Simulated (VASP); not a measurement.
Crystal: B.

```xyz
2
Lattice="3.0112 0.0000 0.0000 -1.5056 2.6078 0.0000 0.0000 0.0000 1.8663" Properties=species:S:1:pos:R:3 pbc="T T T"
B     0.0000    1.7385    0.0000
B     1.5056    0.8693    0.0000
```

This isn't the form of B at room conditions, which is rhombohedral.

- Program: VASP 6.6.1
- Task: relaxation of cell and atoms
- Functional: PBE
- Dispersion: D3(BJ)
- Potentials or basis: VASP PAW PBE potentials, release 64 (B)
- Cutoff: 600 eV
- k mesh: 18 × 18 × 22
- Occupations: gaussian, width 0.1 eV
- Spin: no spin polarisation

At the start: pressure 0.9 GPa; volume 7.33 Å³/atom.

Task: How do energy, volume and symmetry change on relaxing?

Result: Over 5 steps the energy falls by 7.5 meV/atom and the volume is 7.43 Å³/atom (+1.4 %); space group P6/mmm (No. 191, to 0.1 Å) before and after.

The path:
```
step  energy change (eV)  largest force (eV/Å)  pressure (GPa)  volume (Å³)
   1              0.0000                0.0000            0.89        14.66
   2             -0.0142                0.0000            1.74        14.74
   3             -0.0142                0.0000            1.75        14.74
   4             -0.0148                0.0000           -0.66        14.92
   5             -0.0149                0.0000            0.01        14.87
```

Final structure:
```xyz
2
Lattice="2.9932 0.0000 0.0000 -1.4966 2.5922 0.0000 0.0000 0.0000 1.9161" Properties=species:S:1:pos:R:3 pbc="T T T"
B     0.0000    1.7281    0.0000
B     1.4966    0.8641    0.0000
```
